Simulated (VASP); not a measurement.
Input of a VASP 6.6.1 run:

The input INCAR:

```
SYSTEM = Ir
ALGO = Fast
EDIFF = 1E-6
ENCUT = 520
GGA = PE
ISIF = 2
ISMEAR = 0
LASPH = .True.
LCHARG = .False.
LREAL = .False.
LWAVE = .False.
NBANDS = 10
NELM = 80
PREC = Accurate
SIGMA = 0.15
```

The input KPOINTS:

```
k-points
0
Gamma
  20 20 20
  0 0 0
```

File POSCAR:

```
Ir
1.0
   -0.0677313561      1.9351816027      1.7174736724
    1.9351816027     -0.0677313561      1.7174736724
    1.8674502466      1.8674502466      0.0000000000
Ir
1
Direct
    0.0000000000      0.0000000000      0.0000000000
```

Potentials or basis: VASP PAW PBE potentials, release 64 (Ir).

Command:

```bash
$ cat potpaw_PBE.64/Ir/POTCAR > POTCAR
$ mpirun -np 1 vasp_std > vasp.out
```

Predict the band gap on the k mesh.

zero (an odd number of electrons rules out a gap without spin polarisation).

Predict the pressure.

63.6 GPa.

Stress tensor (GPa, compression positive):
```
49.39 14.64  0.00
14.64 49.39  0.00
 0.00  0.00 92.03
```

Caveat: the cell differs from its parent crystal (engineering shear strain xy -0.0700, normal strain along z -0.1125); the cell stands under pressure; spin-orbit coupling is left out, which moves the levels of the heavy elements.
